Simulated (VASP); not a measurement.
# MgS in VASP: a series of runs

Aim: see how the results for MgS move with the level of theory and the settings. Levels: r2SCAN, HSE06. Tasks: single point.

Everything below comes from runs of VASP 6.6.1. Logs are shortened: lines on timing, memory, paths and dates and some standing lists are left out, and cuts for length are marked.

**1. The cell of the first run**

The structure is orthorhombic, space group Imm2 (No. 44). Conventional cell: a = 3.991 Å, b = 4.016 Å, c = 5.662 Å, α = 90.00°, β = 90.00°, γ = 90.00°. Within 3.2 Å of Mg (site symmetry mm2) lie 4 S at 2.45 Å. S (site symmetry mm2) has 4 Mg at 2.45 Å within 3.2 Å.

**2. Single point, r2SCAN (shear xy strain -0.6%)**

File POSCAR:

```
MgS
1.0
   -0.0090588059      2.8308768389      2.8308768389
    2.8308768389     -0.0090588059      2.8308768389
    2.8218180331      2.8218180331      0.0000000000
Mg S
1 1
Direct
   -0.0005885629     -0.0005885629      0.0005885629
    0.2505885629      0.2505885629      0.2494114371
```

File INCAR.step1:

```
SYSTEM = MgS
  PREC = Accurate
  ENCUT = 520
  ISMEAR = 0
  SIGMA = 0.01
  LREAL = .False.
  LASPH = .True.
  NELM = 80
  NBANDS = 11
  GGA = PE
  ALGO = Normal
  EDIFF = 1E-4
  LWAVE = .True.
  LCHARG = .False.
```

File INCAR.step2:

```
SYSTEM = MgS
  PREC = Accurate
  ENCUT = 520
  EDIFF = 1E-6
  ISMEAR = 0
  SIGMA = 0.01
  LREAL = .False.
  LASPH = .True.
  NELM = 80
  ALGO = Normal
  ISIF = 2
  LWAVE = .False.
  LCHARG = .True.
  METAGGA = R2SCAN
  LMIXTAU = .True.
  LELF = .True.
  LVHAR = .True.
  NBANDS = 11
  ISTART = 1
```

File KPOINTS:

```
regular mesh
0
Gamma
  8 8 8
  0 0 0
```

Potentials or basis: VASP PAW PBE potentials, release 64 (Mg, S).

Launch:

```bash
cat potpaw_PBE.64/Mg/POTCAR potpaw_PBE.64/S/POTCAR > POTCAR
cp INCAR.step1 INCAR
mpirun -np 1 vasp_std > vasp.out
cp INCAR.step2 INCAR
mpirun -np 1 vasp_std > vasp.out
```

OUTCAR:

```text
SYSTEM = MgS
   PREC = Accurate
   ENCUT = 520
   EDIFF = 1E-6
   ISMEAR = 0
   LREAL = .False.
   LASPH = .True.
   NELM = 80
   ISIF = 2
   METAGGA = R2SCAN
   ISTART = 1

 ion  position               nearest neighbor table
   1  0.999  0.999  0.001-   2 2.45   2 2.45   2 2.45   2 2.45
   2  0.251  0.251  0.249-   1 2.45   1 2.45   1 2.45   1 2.45

  LATTYP: Found a body centered orthorhombic cell.
 ALAT       =     3.9906533330
 B/A-ratio  =     1.0064205457
 C/A-ratio  =     1.4187535738

  Lattice vectors:

 A1 = (   0.0090588059,  -2.8308768389,  -2.8308768389)
 A2 = (  -0.0090588058,   2.8308768390,  -2.8308768389)
 A3 = (   2.8308768389,  -0.0090588059,   2.8308768389)

Analysis of symmetry for initial positions (statically):
=====================================================================
 Subroutine PRICEL returns:
 Original cell was already a primitive cell.

 Routine SETGRP: Setting up the symmetry group for a
 body centered orthorhombic supercell.

 Subroutine GETGRP returns: Found  4 space group operations
 (whereof  4 operations were pure point group operations)
 out of a pool of  8 trial point group operations.

The static configuration has the point symmetry C_2v.

Analysis of symmetry for dynamics (positions and initial velocities):
=====================================================================
 Subroutine PRICEL returns:
 Original cell was already a primitive cell.

 Routine SETGRP: Setting up the symmetry group for a
 body centered orthorhombic supercell.

 Subroutine GETGRP returns: Found  4 space group operations
 (whereof  4 operations were pure point group operations)
 out of a pool of  8 trial point group operations.

The dynamic configuration has the point symmetry C_2v.

 Subroutine INISYM returns: Found  4 space group operations
 (whereof  4 operations are pure point group operations),
 and found     1 'primitive' translations

----------------------------------------------------------------------------------------

                                     Primitive cell

  volume of cell :      45.3721

  direct lattice vectors                    reciprocal lattice vectors
    -0.009058806  2.830876839  2.830876839    -0.176060328  0.176060328  0.176623721
     2.830876839 -0.009058806  2.830876839     0.176060328 -0.176060328  0.176623721
     2.821818033  2.821818033  0.000000000     0.177190731  0.177190731 -0.176623721

  length of vectors
     4.003474668  4.003474668  3.990653333     0.305271054  0.305271054  0.306576335

  position of ions in fractional coordinates (direct lattice)
     0.999411437  0.999411437  0.000588563
     0.250588563  0.250588563  0.249411437

  ion indices of the primitive-cell ions
[... 75 lines left out ...]
   EDIFF  = 0.1E-05   stopping-criterion for ELM
   LREAL  =      F    real-space projection
[... 7 lines left out ...]
   TEBEG  =    0.0;   TEEND  =   0.0 temperature during run
   PSTRESS=    0.0 pullay stress
   NELECT =       8.0000    total number of electrons
   NUPDOWN=      -1.0000    fix difference up-down
   EMIN   =  10.00;   EMAX   =-10.00  energy-range for DOS
   EFERMI =   0.00;   METHOD = LEGACY
   ISMEAR =     0;   SIGMA  =   0.01  broadening in eV -4-tet -1-fermi 0-gaus
   EFERMI_NEDOS =   21; number of points for ismear=-14 and -15
   IALGO  =     38    algorithm
   IMIX   =      4    mixing-type and parameters
     AMIX     =   0.40;   BMIX     =  1.00
     AMIX_MAG =   1.60;   BMIX_MAG =  1.00
  volume/ion in A,a.u.               =      22.69       153.09
  Fermi-wavevector in a.u.,A,eV,Ry     =   0.917999  1.734766 11.465920  0.842721
  Thomas-Fermi vector in A             =   2.043031
   LORBIT       =      0    0 simple, 1 ext, 2 COOP (PROOUT), +10 PAW based schemes
   METAGGA = R2SCAN    functional components
   LHFCALC =     F    Hartree Fock is set to
   AEXX    =    0.0000 exact exchange contribution
   IVDW    =     0    specifies the selected vdW correction
   LEPSILON=     F    determine dielectric tensor
   LRPA    =     F    only Hartree local field effects (RPA)
 non-spin polarized calculation
 Gauss-broadening in eV      SIGMA  =   0.01
  energy-cutoff  :      520.00
  volume of cell :       45.37
 maximum number of plane-waves:      1243
 NGX is ok and might be reduce to    30
   NGX = 15   NGY = 15   NGZ = 15

 number of electron       8.0000001 magnetization

 Free energy of the ion-electron system (eV)
  ---------------------------------------------------
  ext. energy  EPLUGINS =         0.00000000
  ---------------------------------------------------
  free energy    TOTEN  =       -15.45047558 eV

  energy without entropy =      -15.45047558  energy(sigma->0) =      -15.45047558

 E-fermi :   0.8650     XC(G=0):  -8.7762

 val. band max:        0.7885006049   @ k =   0.0000   0.0000   0.0000
 cond. band min:       4.8980053791   @ k =   0.0000   0.0000   0.0000
 fundamental gap:      4.1095047743
 Fermi energy:         0.8650465743

 k-point     1 :       0.0000    0.0000    0.0000
  band No.  band energies     occupation
      1     -10.9698      2.00000
      2       0.7501      2.00000
      3       0.7690      2.00000
      4       0.7885      2.00000
      5       4.8980      0.00000
      6       9.3198      0.00000
      7       9.3638      0.00000
      8       9.4070      0.00000
      9      12.2244      0.00000
     10      12.2249      0.00000
     11      15.4709      0.00000
[... 309 lines left out ...]
 k-point    24 :       0.2500    0.0000    0.1250
  band No.  band energies     occupation
      1     -10.6675      2.00000
      2      -0.7634      2.00000
      3       0.4207      2.00000
      4       0.4687      2.00000
      5       6.5539      0.00000
      6       8.5742      0.00000
      7       9.5047      0.00000
      8      10.1119      0.00000
      9      10.9524      0.00000
     10      12.7006      0.00000
     11      15.0458      0.00000

 [... further k-points ...]
[... 5 lines left out ...]
  --------------------------------------------------------------------------------------
  -------------------------------------------------------------------------------------
  Total       -0.0783866     -0.0783866     -0.0788217      0.0594224      0.0000000      0.0000000
  in kB       -2.7679879     -2.7679879     -2.7833503      2.0983215      0.0000000      0.0000000
  external PRESSURE =      -2.7731087 kB  Pullay stress =       0.0000000 kB

 VOLUME and BASIS-vectors are now :
 -----------------------------------------------------------------------------
  energy-cutoff  :      520.00
  volume of cell :       45.37
      direct lattice vectors                 reciprocal lattice vectors
    -0.009058806  2.830876839  2.830876839    -0.176060328  0.176060328  0.176623721
     2.830876839 -0.009058806  2.830876839     0.176060328 -0.176060328  0.176623721
     2.821818033  2.821818033  0.000000000     0.177190731  0.177190731 -0.176623721

 POSITION                                       TOTAL-FORCE (eV/Angst)
 -----------------------------------------------------------------------------------
      2.82182      2.82182      5.65842         0.000000      0.000000     -0.000255
      1.41091      1.41091      1.41877        -0.000000     -0.000000      0.000255
 -----------------------------------------------------------------------------------
    total drift:                               -0.000003     -0.000003      0.000508

  FREE ENERGIE OF THE ION-ELECTRON SYSTEM (eV)
  ---------------------------------------------------
  free  energy   TOTEN  =       -15.4504755755 eV

  energy  without entropy=      -15.4504755755  energy(sigma->0) =      -15.45047558
```

It took 2.7 min on 1 thread of Intel Xeon Platinum 8375C at 2.90GHz (Ice Lake), shared host; peak memory 0.2 GiB.

Results:

| Quantity | Value |
| --- | --- |
| Free energy | -15.4505 eV |
| Pressure | -0.3 GPa |
| Band gap on the k mesh | 4.11 eV, direct |

Stress tensor (GPa, compression positive):
```
-0.28  0.21  0.00
 0.21 -0.28  0.00
 0.00  0.00 -0.28
```

Caveat: the cell differs from its parent crystal (shear xy strain -0.6%); the PAW data sets were made with another functional, which shifts forces and pressure a little. A k mesh can miss the band edges.

**3. Single point, HSE06 (strain -1.9%)**

File POSCAR:

```
MgS
1.0
    0.0000000000      2.7779394421      2.7779394421
    2.7779394421      0.0000000000      2.7779394421
    2.7779394421      2.7779394421      0.0000000000
Mg S
1 1
Direct
    0.0000000000      0.0000000000      0.0000000000
    0.2500000000      0.2500000000      0.2500000000
```

File INCAR.step1:

```
  PREC = Accurate
  ENCUT = 520
  EDIFF = 1E-5
  ISMEAR = 0
  SIGMA = 0.01
  LREAL = False
  LASPH = True
  NELM = 100
  ALGO = Normal
  ISIF = 2
  LWAVE = True
  GGA = PE
  NBANDS = 11
```

File INCAR.step2:

```
  PREC = Accurate
  ENCUT = 520
  EDIFF = 1E-6
  ISMEAR = 0
  SIGMA = 0.01
  LREAL = False
  LASPH = True
  NELM = 100
  ALGO = Normal
  ISIF = 2
  LWAVE = False
  LCHARG = True
  GGA = PE
  LHFCALC = True
  HFSCREEN = 0.2079
  PRECFOCK = Normal
  LELF = True
  LVHAR = True
  ISTART = 1
  NBANDS = 11
```

File KPOINTS:

```
Automatic mesh
0
Gamma
  6 6 6
```

Potentials or basis: VASP PAW PBE potentials, release 64 (Mg, S).

Launch:

```bash
cat potpaw_PBE.64/Mg/POTCAR potpaw_PBE.64/S/POTCAR > POTCAR
cp INCAR.step1 INCAR
mpirun -np 1 vasp_std > vasp.out
cp INCAR.step2 INCAR
mpirun -np 1 vasp_std > vasp.out
```

OUTCAR:

```text
PREC = Accurate
   ENCUT = 520
   EDIFF = 1E-6
   ISMEAR = 0
   LREAL = False
   LASPH = True
   NELM = 100
   ISIF = 2
   GGA = PE
   LHFCALC = True
   HFSCREEN = 0.2079
   PRECFOCK = Normal
   ISTART = 1

 ion  position               nearest neighbor table
   1  0.000  0.000  0.000-   2 2.41   2 2.41   2 2.41   2 2.41
   2  0.250  0.250  0.250-   1 2.41   1 2.41   1 2.41   1 2.41

  LATTYP: Found a face centered cubic cell.
 ALAT       =     5.5558788842

  Lattice vectors:
[... 409 lines left out ...]

------------------------ aborting loop because EDIFF is reached ----------------------------------------

  FORCE on cell =-STRESS in cart. coord.  units (eV):
  Direction    XX          YY          ZZ          XY          YZ          ZX
  --------------------------------------------------------------------------------------
  -------------------------------------------------------------------------------------
  Total        0.9774321      0.9774321      0.9774321      0.0000000     -0.0000000      0.0000000
  in kB       36.5257265     36.5257265     36.5257265      0.0000000     -0.0000000      0.0000000
  external PRESSURE =      36.5257265 kB  Pullay stress =       0.0000000 kB

 VOLUME and BASIS-vectors are now :
 -----------------------------------------------------------------------------
  energy-cutoff  :      520.00
  volume of cell :       42.87
      direct lattice vectors                 reciprocal lattice vectors
     0.000000000  2.777939442  2.777939442    -0.179989525  0.179989525  0.179989525
     2.777939442  0.000000000  2.777939442     0.179989525 -0.179989525  0.179989525
     2.777939442  2.777939442  0.000000000     0.179989525  0.179989525 -0.179989525

 POSITION                                       TOTAL-FORCE (eV/Angst)
 -----------------------------------------------------------------------------------
      0.00000      0.00000      0.00000        -0.000000     -0.000000     -0.000000
      1.38897      1.38897      1.38897         0.000000      0.000000      0.000000
 -----------------------------------------------------------------------------------
    total drift:                               -0.000002     -0.000000     -0.000001

  FREE ENERGIE OF THE ION-ELECTRON SYSTEM (eV)
  ---------------------------------------------------
  free  energy   TOTEN  =        -9.8192289861 eV

  energy  without entropy=       -9.8192289861  energy(sigma->0) =       -9.81922899
```

It took 9.9 min on 1 thread of Intel Xeon Platinum 8375C at 2.90GHz (Ice Lake), shared host; peak memory 0.29 GiB.

What came out:

- Free energy: -9.8192 eV
- Pressure: 3.7 GPa
- Band gap on the k mesh: 4.81 eV, indirect (least direct gap 4.82 eV)

Caveat: the cell differs from its parent crystal (strain -1.9%); the PAW data sets were made with another functional, which shifts forces and pressure a little. A k mesh can miss the band edges.

**4. Single point, HSE06 (uniaxial z strain +3.7%)**

File POSCAR:

```
MgS
1.0
    0.0000000000      2.8308768389      2.9353361943
    2.8308768389      0.0000000000      2.9353361943
    2.8308768389      2.8308768389      0.0000000000
Mg S
1 1
Direct
    0.0000000000      0.0000000000      0.0000000000
    0.2500000000      0.2500000000      0.2500000000
```

File INCAR.step1:

```
ALGO = Normal
EDIFF = 1E-5
ENCUT = 520
GGA = PE
ISIF = 2
ISMEAR = 0
LASPH = True
LREAL = False
LWAVE = True
NBANDS = 11
NELM = 100
PREC = Accurate
SIGMA = 0.01
```

File INCAR.step2:

```
ALGO = Normal
EDIFF = 1E-6
ENCUT = 520
GGA = PE
HFSCREEN = 0.2079
ISIF = 2
ISMEAR = 0
ISTART = 1
LASPH = True
LCHARG = True
LELF = True
LHFCALC = True
LREAL = False
LVHAR = True
LWAVE = False
NBANDS = 11
NELM = 100
PREC = Accurate
PRECFOCK = Normal
SIGMA = 0.01
```

File KPOINTS:

```
k-points
0
Gamma
  6 6 6
```

Potentials or basis: VASP PAW PBE potentials, release 64 (Mg, S).

Launch:

```bash
cat potpaw_PBE.64/Mg/POTCAR potpaw_PBE.64/S/POTCAR > POTCAR
cp INCAR.step1 INCAR
mpirun -np 1 vasp_std > vasp.out
cp INCAR.step2 INCAR
mpirun -np 1 vasp_std > vasp.out
```

OUTCAR:

```text
EDIFF = 1E-6
   ENCUT = 520
   GGA = PE
   HFSCREEN = 0.2079
   ISIF = 2
   ISMEAR = 0
   ISTART = 1
   LASPH = True
   LHFCALC = True
   LREAL = False
   NELM = 100
   PREC = Accurate
   PRECFOCK = Normal

 ion  position               nearest neighbor table
   1  0.000  0.000  0.000-   2 2.48   2 2.48   2 2.48   2 2.48
   2  0.250  0.250  0.250-   1 2.48   1 2.48   1 2.48   1 2.48

  LATTYP: Found a body centered tetragonal cell.
[... 533 lines left out ...]

 [... further k-points ...]

------------------------ aborting loop because EDIFF is reached ----------------------------------------

  FORCE on cell =-STRESS in cart. coord.  units (eV):
  Direction    XX          YY          ZZ          XY          YZ          ZX
  --------------------------------------------------------------------------------------
  -------------------------------------------------------------------------------------
  Total       -0.5388828     -0.5388828     -0.8393603      0.0000000     -0.0000000      0.0000000
  in kB      -18.3516481    -18.3516481    -28.5844070      0.0000000     -0.0000000      0.0000000
  external PRESSURE =     -21.7625677 kB  Pullay stress =       0.0000000 kB

 VOLUME and BASIS-vectors are now :
 -----------------------------------------------------------------------------
  energy-cutoff  :      520.00
  volume of cell :       47.05
      direct lattice vectors                 reciprocal lattice vectors
     0.000000000  2.830876839  2.935336194    -0.176623721  0.176623721  0.170338240
     2.830876839  0.000000000  2.935336194     0.176623721 -0.176623721  0.170338240
     2.830876839  2.830876839  0.000000000     0.176623721  0.176623721 -0.170338240

 POSITION                                       TOTAL-FORCE (eV/Angst)
 -----------------------------------------------------------------------------------
      0.00000      0.00000      0.00000         0.000000      0.000000      0.000000
      1.41544      1.41544      1.46767        -0.000000     -0.000000     -0.000000
 -----------------------------------------------------------------------------------
    total drift:                                0.000000      0.000001     -0.000000

  FREE ENERGIE OF THE ION-ELECTRON SYSTEM (eV)
  ---------------------------------------------------
  free  energy   TOTEN  =        -9.8303058555 eV

  energy  without entropy=       -9.8303058555  energy(sigma->0) =       -9.83030586
```

OSZICAR.step1:

```text
N       E                     dE             d eps       ncg     rms          rms(c)
DAV:   1     0.254996956285E+02    0.25500E+02   -0.33736E+03   660   0.574E+02
DAV:   2    -0.691881661888E+01   -0.32419E+02   -0.30977E+02   831   0.968E+01
DAV:   3    -0.897446895251E+01   -0.20557E+01   -0.20518E+01   813   0.272E+01
DAV:   4    -0.899224343168E+01   -0.17774E-01   -0.17772E-01   810   0.310E+00
DAV:   5    -0.899245424889E+01   -0.21082E-03   -0.21081E-03   813   0.334E-01    0.396E+00
DAV:   6    -0.849226049325E+01    0.50019E+00   -0.12856E+00   726   0.415E+00    0.300E+00
DAV:   7    -0.845907414149E+01    0.33186E-01   -0.26741E-01   783   0.209E+00    0.235E+00
DAV:   8    -0.846694484528E+01   -0.78707E-02   -0.25141E-02   729   0.949E-01    0.135E+00
DAV:   9    -0.846597884204E+01    0.96600E-03   -0.25606E-03   765   0.247E-01    0.462E-01
DAV:  10    -0.846619639404E+01   -0.21755E-03   -0.76677E-04   753   0.128E-01    0.918E-02
DAV:  11    -0.846620304882E+01   -0.66548E-05   -0.55996E-05   792   0.304E-02
   1 F= -.84662030E+01 E0= -.84662030E+01  d E =-.281630E-22
```

It took 18 min on 1 thread of Intel Xeon Platinum 8375C at 2.90GHz (Ice Lake), shared host; peak memory 0.3 GiB.

What came out:

```yaml
Free_energy: -9.8303 eV
Pressure: -2.2 GPa
Band_gap_on_the_k_mesh: 4.28 eV, direct
```

Stress tensor (GPa, compression positive):
```
-1.84  0.00  0.00
 0.00 -1.84  0.00
 0.00  0.00 -2.86
```

Caveat: the cell differs from its parent crystal (uniaxial z strain +3.7%); the PAW data sets were made with another functional, which shifts forces and pressure a little.

**5. The runs side by side**

| level | cell | k mesh | grid for exact exchange (PRECFOCK) | screening parameter | gap on the mesh (eV) | pressure (GPa) |
| --- | --- | --- | --- | --- | --- | --- |
| r2SCAN | a = 4.003, b = 4.003, c = 3.991 Å, angles 60.1, 60.1, 60.2°, 2 atoms | 8 × 8 × 8 | - | - | 4.11 | -0.3 |
| HSE06 | a = 3.929 Å, angles 60.0°, 2 atoms | 6 × 6 × 6 | Normal | 0.2079 1/Å | 4.81 | 3.7 |
| HSE06 | a = 4.078, b = 4.078, c = 4.003 Å, angles 60.6, 60.6, 58.8°, 2 atoms | 6 × 6 × 6 | Normal | 0.2079 1/Å | 4.28 | -2.2 |

Alike in all rows: task single point; potentials or basis VASP PAW PBE potentials, release 64 (Mg, S); no spin polarisation; cutoff (eV) 520; smearing gaussian 0.01 eV.

Caveats: the PAW data sets were made with another functional, which shifts forces and pressure a little.

Total energies depend on the potentials used, so only differences within one code and one set of settings carry meaning.
